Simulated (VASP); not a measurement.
Si:

```
Si
1.0
     3.83213    0.00000    0.00000
    -1.91606    3.31872    0.00000
     0.00000    0.00000    6.34122
Si
4
Direct
  0.33333 0.66667 0.00056
  0.66667 0.33333 0.50056
  0.33333 0.66667 0.37444
  0.66667 0.33333 0.87444
```

This isn't the form of Si at room conditions, which is diamond.

Base run:

| Item | Value |
| --- | --- |
| Program | VASP 6.6.1 |
| Functional | r2SCAN |
| Potentials or basis | VASP PAW PBE potentials, release 64 (Si) |
| Cutoff | 520 eV |
| k mesh | 12 × 12 × 4 |
| Occupations | gaussian, width 0.01 eV |
| Spin | no spin polarisation |

Its results: band gap on the k mesh 0.62 eV (least direct gap 1.38 eV); pressure -0.2 GPa.

The run is repeated on the same cell with these changes: functional from r2SCAN to PBE; occupations from gaussian, width 0.01 eV to fermi-dirac, width 0.02 eV. What comes out?

Band gap on the k mesh 0.43 eV (least direct gap 1.04 eV); pressure 1.2 GPa.

Caveats: the PAW data sets were made with another functional, which shifts forces and pressure a little (at least some runs).

A k mesh can miss the band edges.
